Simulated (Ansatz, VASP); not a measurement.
NaBe5H: VASP beside Ansatz

```xyz
7
Lattice="4.3669 0.0000 0.0000 -2.1663 3.8930 0.0000 -0.2743 -2.2104 5.4058" Properties=species:S:1:pos:R:3 pbc="T T T"
Na   -0.1786   -0.7017    3.9845
Be    0.9840    1.3498    2.2046
Be    2.0865   -0.5728    2.2787
Be   -1.1834    1.3519    2.2931
Be    2.1465    3.2718    1.3945
Be    1.9894    0.7093    4.1052
H     1.8606    1.3221    5.3624
```

Change from the starting cell: the structure that the rattled cell fell into.

Alike in both runs: task single point; functional PBE; k mesh 6 × 6 × 4; occupations gaussian, width 0.1 eV; no spin polarisation.

|  | VASP | Ansatz |
| --- | --- | --- |
| version | VASP 6.6.1 | Ansatz 0.2.0 |
| potentials or method | VASP PAW PBE potentials, release 64 (Na_pv, Be, H), cutoff 520 eV | scalar-relativistic, plane waves, PAW |
| valence electrons in the cell | 18 | 20 |

Ansatz gave:

| Item | Value |
| --- | --- |
| gap on the k mesh at the Fermi level (eV) | none |
| pressure (GPa) | -1.7 |
| traceless stress, the component that is largest in VASP (GPa) | 0.93 |
| rms of the force components (eV/Å) | 0.299 |

Q: Which values does VASP return?

A: gap on the k mesh at the Fermi level (eV): none; pressure (GPa): -1.6; traceless stress, the component that is largest in VASP (GPa): 0.92; rms of the force components (eV/Å): 0.301.

Atom by atom the forces differ by 0.003 eV/Å (rms over components). A gap of «none» marks a metal or a gap that the smearing closes. VASP's potentials hold 18 valence electrons a cell and Ansatz's 20, so a difference there can come from the potentials and not from the codes.
